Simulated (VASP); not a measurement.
The system is Sb.

```xyz
4
Lattice="-4.0300 4.0300 2.0255 4.0300 -4.0300 2.0255 4.0300 4.0300 -2.0255" Properties=species:S:1:pos:R:3 pbc="T T T"
Sb    1.2483    5.2666   -0.0250
Sb    2.8076    1.1880   -0.0101
Sb    2.8137   -1.2378    2.0302
Sb    1.1925    2.8254    2.0251
```

This cell differs from its parent crystal: atoms moved at random.

Base run:

| Quantity | Value |
| --- | --- |
| Program | VASP 6.6.1 |
| Functional | PBEsol |
| Potentials or basis | VASP PAW PBE potentials, release 64 (Sb) |
| Cutoff | 520 eV |
| k mesh | 7 × 7 × 7 |
| Occupations | fermi-dirac, width 0.05 eV |
| Spin | no spin polarisation |

Its results: band gap on the k mesh zero (band 10 reaches 6.59 eV, above the bottom of band 11 at 5.16 eV); pressure -0.6 GPa; largest force 0.232 eV/Å.

Task: The run is repeated on the same cell with these changes: functional from PBEsol to PBE; further incar settings from ALGO = Normal; EDIFF = 1e-06; NBANDS = 18 to ALGO = Normal; EDIFF = 1e-07; NBANDS = 18. What comes out?

Result: Band gap on the k mesh zero (band 10 reaches 6.75 eV, above the bottom of band 11 at 5.30 eV); pressure 1.6 GPa; largest force 0.198 eV/Å.

Caveats: spin-orbit coupling is left out, which moves the levels of the heavy elements; the PAW data sets were made with another functional, which shifts forces and pressure a little (some runs).
